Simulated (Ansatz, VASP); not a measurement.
**C in VASP and in Ansatz**

```
CELL_PARAMETERS angstrom
2.46676 0.00000 0.00000
-1.23338 2.13628 0.00000
0.00000 0.00000 4.01526
ATOMIC_POSITIONS crystal
C 0.66667 0.33333 0.50000
C 0.33333 0.66667 0.50000
```

Alike in both runs: task single point; functional PBE; k mesh 12 × 12 × 4; occupations gaussian, width 0.1 eV; collinear spin.

```csv
,VASP,Ansatz
version,VASP 6.6.1,Ansatz 0.2.0
potentials or method,"VASP PAW PBE potentials, release 64 (C), cutoff 520 eV","scalar-relativistic, plane waves, PAW"
valence electrons in the cell,8,8
```

|  | VASP | Ansatz | Ansatz less VASP |
| --- | --- | --- | --- |
| gap on the k mesh at the Fermi level (eV) | none | none | - |
| pressure (GPa) | 0.4 | 0.0 | -0.38 |
| traceless stress, the component that is largest in VASP (GPa) | -0.07 | 0.35 | +0.419 |
| net moment per atom (μB) | 0.00 | 0.00 | 0.000 |

A gap of «none» marks a metal or a gap that the smearing closes. Ansatz's warnings: seeded moment not kept.

The k mesh is coarse, so the values compare programs but aren't converged.
